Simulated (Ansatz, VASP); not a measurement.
**C: VASP beside Ansatz**

```
CELL_PARAMETERS angstrom
0.00000 1.91524 1.73903
1.91524 0.00000 1.73903
1.91524 1.91524 0.00000
ATOMIC_POSITIONS crystal
C 0.50000 0.50000 0.50000
C 0.75000 0.75000 0.75000
```

Alike in both runs: task single point; functional PBE; k mesh 12 × 12 × 12; occupations gaussian, width 0.05 eV; no spin polarisation.

```csv
,VASP,Ansatz
version,VASP 6.6.1,Ansatz 0.2.0
potentials or method,"VASP PAW PBE potentials, release 64 (C), cutoff 520 eV","scalar-relativistic, plane waves, PAW"
valence electrons in the cell,8,8
```

```tsv
	VASP	Ansatz	Ansatz less VASP
gap on the k mesh at the Fermi level (eV)	1.74	1.74	+0.006
least direct gap on the mesh (eV)	3.80	3.80	+0.003
```
